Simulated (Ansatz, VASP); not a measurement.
## Two plane-wave programs on TePb

File INCAR:

```
SYSTEM = TePb
PREC     = Accurate       ! precision mode
ENCUT    = 500            ! plane-wave cutoff, eV
EDIFF    = 1E-6           ! SCF threshold, eV
ISMEAR   = 0              ! smearing method
SIGMA    = 0.013000000000000001 ! smearing width, eV
LREAL    = .False.        ! projectors in reciprocal space
LASPH    = .True.         ! aspherical terms in the spheres
NELM     = 120            ! most SCF steps
ALGO     = Normal         ! electronic algorithm
ISIF     = 2              ! what is computed and relaxed
LWAVE    = .False.        ! write WAVECAR
LCHARG   = .True.         ! write CHGCAR
GGA      = PE             ! functional
LELF     = .True.         ! ELF
LVHAR    = .True.       
NBANDS   = 17             ! bands
GGA_COMPAT= .False.
```

KPOINTS

```
Automatic mesh
0
Gamma
  7 7 7
  0 0 0
```

File POSCAR:

```
TePb
1.0
    4.0022870000      0.0000000000      0.0000000000
    0.0000000000      4.0022870000      0.0000000000
    0.0000000000      0.0000000000      4.0022870000
Pb Te
1 1
Direct
    0.0000000000      0.0000000000      0.0000000000
    0.5000000000      0.5000000000      0.5000000000
```

input.yaml

```yaml
crystal:
  lattice:
    - [4.002287, 0.0, 0.0]
    - [0.0, 4.002287, 0.0]
    - [0.0, 0.0, 4.002287]
  atoms:
    - { symbol: Pb, position: [0.0, 0.0, 0.0] }
    - { symbol: Te, position: [0.5, 0.5, 0.5] }
hamiltonian:
  xc: pbe
  pseudopotentials: { kind: paw }
kpoints:
  mp_grid: { grid: [7, 7, 7] }
scf:
  occupations: { method: gaussian, width: 0.013 }
output:
  forces: true
  stress: true
  eigenvalues: true
```

Alike in both runs: task single point; functional PBE; k mesh 7 × 7 × 7; occupations gaussian, width 0.013 eV; no spin polarisation.

|  | VASP | Ansatz |
| --- | --- | --- |
| version | VASP 6.6.1 | Ansatz 0.2.0 |
| potentials or method | VASP PAW PBE potentials, release 64 (Pb_d, Te) | Ansatz PAW |
| plane-wave cutoff (eV) | 500 | 420 |
| valence electrons in the cell | 20 | 30 |

```tsv
	VASP	Ansatz	Ansatz less VASP
gap on the k mesh at the Fermi level (eV)	none	none	-
pressure (GPa)	0.1	0.1	+0.06
```

A gap of «none» marks a metal or a gap that the smearing closes. With one functional, cell and mesh, what is left measures potentials, basis and numerics. VASP's potentials hold 20 valence electrons a cell and Ansatz's 30, so a difference there can come from the potentials and not from the codes.

Spin-orbit coupling is off throughout.
